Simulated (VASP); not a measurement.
A run of VASP 6.6.1 is set up as follows.

File INCAR:

```
SYSTEM = MgAgH3
PREC     = Accurate       ! precision mode
ENCUT    = 600            ! plane-wave cutoff, eV
EDIFF    = 1E-6           ! SCF threshold, eV
ISMEAR   = 0              ! smearing method
SIGMA    = 0.05           ! smearing width, eV
LREAL    = .FALSE.        ! projectors in reciprocal space
LASPH    = .TRUE.         ! aspherical terms in the spheres
NELM     = 120            ! most SCF steps
ALGO     = Normal         ! electronic algorithm
ISIF     = 2              ! what is computed and relaxed
LWAVE    = .FALSE.        ! write WAVECAR
LCHARG   = .FALSE.        ! write CHGCAR
GGA      = PS             ! functional
NBANDS   = 16             ! bands
GGA_COMPAT= .FALSE.
```

File KPOINTS:

```
regular mesh
0
G
  6 6 6
  0 0 0
```

The input POSCAR:

```
MgAgH3
1.0
    3.7174349664      0.0000000000      0.0000000000
    0.0000000000      3.7174349664      0.0000000000
    0.0000000000      0.0000000000      3.7174349664
Ag Mg H
1 1 3
Direct
    0.0000000000      0.0000000000      0.0000000000
    0.5000000000      0.5000000000      0.5000000000
    0.5000000000      0.5000000000      0.0000000000
    0.5000000000      0.0000000000      0.5000000000
    0.0000000000      0.5000000000      0.5000000000
```

Potentials or basis: VASP PAW PBE potentials, release 64 (Ag, Mg, H).

The run is started by

```console
$ cat potpaw_PBE.64/Ag/POTCAR potpaw_PBE.64/Mg/POTCAR potpaw_PBE.64/H/POTCAR > POTCAR
$ mpirun -np 1 vasp_std > vasp.out
```

**Question.** Predict the pressure.

**Answer.** -0.2 GPa.

**Question.** Estimate the band gap on the k mesh.

**Answer.** 0.18 eV, indirect (least direct gap 1.46 eV).

Caveat: the PAW data sets were made with another functional, which shifts forces and pressure a little. A k mesh can miss the band edges.
